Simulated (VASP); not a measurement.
A run of VASP 6.6.1 is set up as follows.

Contents of INCAR:

```
  PREC = Accurate
  ENCUT = 520
  EDIFF = 1E-6
  ISMEAR = -1
  SIGMA = 0.02
  LREAL = False
  LASPH = True
  NELM = 60
  ALGO = Normal
  ISIF = 2
  LWAVE = False
  LCHARG = False
  GGA = PE
  NBANDS = 14
```

Contents of KPOINTS:

```
Automatic mesh
0
Gamma
  10 10 10
```

The input POSCAR:

```
NaF
1.0
    0.0000000000      2.3233000000      2.3233000000
    2.3233000000      0.0000000000      2.3233000000
    2.3233000000      2.3233000000      0.0000000000
Na F
1 1
Direct
    0.0000000000      0.0000000000      0.0000000000
    0.5000000000      0.5000000000      0.5000000000
```

Potentials or basis: VASP PAW PBE potentials, release 64 (Na_pv, F).

Launch:

```sh
$ cat potpaw_PBE.64/Na_pv/POTCAR potpaw_PBE.64/F/POTCAR > POTCAR
$ mpirun -np 1 vasp_std > vasp.out
```

**Question.** What does it give for the pressure?

**Answer.** 1.6 GPa.

**Question.** Estimate the band gap on the k mesh.

**Answer.** 6.26 eV.

A k mesh can miss the band edges. PBE gaps usually lie below the measured ones, often by a third to a half.
